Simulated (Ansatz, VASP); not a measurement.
## One calculation of ZnS, two programs

```
CELL_PARAMETERS angstrom
5.35652 0.00000 0.00000
0.00000 -5.35652 0.00000
0.00000 0.00000 -5.35652
ATOMIC_POSITIONS crystal
Zn 0.96040 0.96040 0.00000
Zn 0.50000 0.50000 0.00000
Zn 0.50000 0.00000 0.50000
Zn 0.00000 0.50000 0.50000
S 0.75000 0.75000 0.75000
S 0.25000 0.25000 0.75000
S 0.25000 0.75000 0.25000
S 0.75000 0.25000 0.25000
```

Alike in both runs: task single point; functional PBEsol; k mesh 6 × 6 × 6; occupations gaussian, width 0.05 eV; no spin polarisation.

```csv
,VASP,Ansatz
version,VASP 6.6.1,Ansatz 0.2.0
potentials or method,"VASP PAW PBE potentials, release 64 (Zn, S), cutoff 520 eV","scalar-relativistic, plane waves, PAW"
valence electrons in the cell,72,72
```

|  | VASP | Ansatz | Ansatz less VASP |
| --- | --- | --- | --- |
| gap on the k mesh at the Fermi level (eV) | 1.99 | 1.98 | -0.007 |
| least direct gap on the mesh (eV) | 1.99 | 1.98 | -0.007 |
| pressure (GPa) | 1.1 | 0.9 | -0.22 |
| traceless stress, the component that is largest in VASP (GPa) | 1.62 | 1.60 | -0.015 |
| rms of the force components (eV/Å) | 0.718 | 0.714 | -0.0046 |

VASP's potentials were made for PBE, not for PBEsol. Atom by atom the forces differ by 0.005 eV/Å (rms over components). With one functional, cell and mesh, what is left measures potentials, basis and numerics.
